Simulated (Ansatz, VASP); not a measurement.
# Two plane-wave programs on Nb

File INCAR:

```
SYSTEM = Nb
  PREC = Accurate
  ENCUT = 500
  EDIFF = 1E-6
  ISMEAR = 0
  SIGMA = 0.15
  LREAL = .False.
  LASPH = .True.
  NELM = 120
  ALGO = Normal
  ISIF = 2
  LWAVE = .False.
  LCHARG = .False.
  GGA = PS
  NBANDS = 12
  GGA_COMPAT = .False.
```

Contents of KPOINTS:

```
regular mesh
0
Gamma
  20 20 20
  0 0 0
```

File POSCAR:

```
Nb
1.0
    0.0000000000      2.2207500000      2.0092500000
    2.2207500000      0.0000000000      2.0092500000
    2.2207500000      2.2207500000      0.0000000000
Nb
1
Direct
    0.0000000000      0.0000000000      0.0000000000
```

Input for Ansatz:

```yaml
crystal:
  lattice:
    - [0.0, 2.22075, 2.00925]
    - [2.22075, 0.0, 2.00925]
    - [2.22075, 2.22075, 0.0]
  atoms:
    - { symbol: Nb, position: [0.0, 0.0, 0.0] }
basis:
  ecutwfc: 420
kpoints:
  mp_grid: { grid: [20, 20, 20] }
hamiltonian:
  xc: pbesol
scf:
  occupations: { method: gaussian, width: 0.15 }
output:
  forces: true
  stress: true
  eigenvalues: true
```

Change from the starting cell: strain +0.050 along x and y, -0.050 along z, atoms carried along.

Alike in both runs: task single point; functional PBEsol; k mesh 20 × 20 × 20; occupations gaussian, width 0.15 eV; no spin polarisation.

|  | VASP | Ansatz |
| --- | --- | --- |
| version | VASP 6.6.1 | Ansatz 0.2.0 |
| potentials or method | VASP PAW PBE potentials, release 64 (Nb_sv), cutoff 500 eV | scalar-relativistic, plane waves, PAW |
| valence electrons in the cell | 13 | 13 |

VASP gave:

| Item | Value |
| --- | --- |
| gap on the k mesh at the Fermi level (eV) | none |
| pressure (GPa) | -14.8 |
| traceless stress, the component that is largest in VASP (GPa) | -10.13 |

Task: Which values does Ansatz return?

Result: gap on the k mesh at the Fermi level (eV): none; pressure (GPa): -14.5; traceless stress, the component that is largest in VASP (GPa): -10.18.

VASP's potentials were made for PBE, not for PBEsol. A gap of «none» marks a metal or a gap that the smearing closes. With one functional, cell and mesh, what is left measures potentials, basis and numerics.
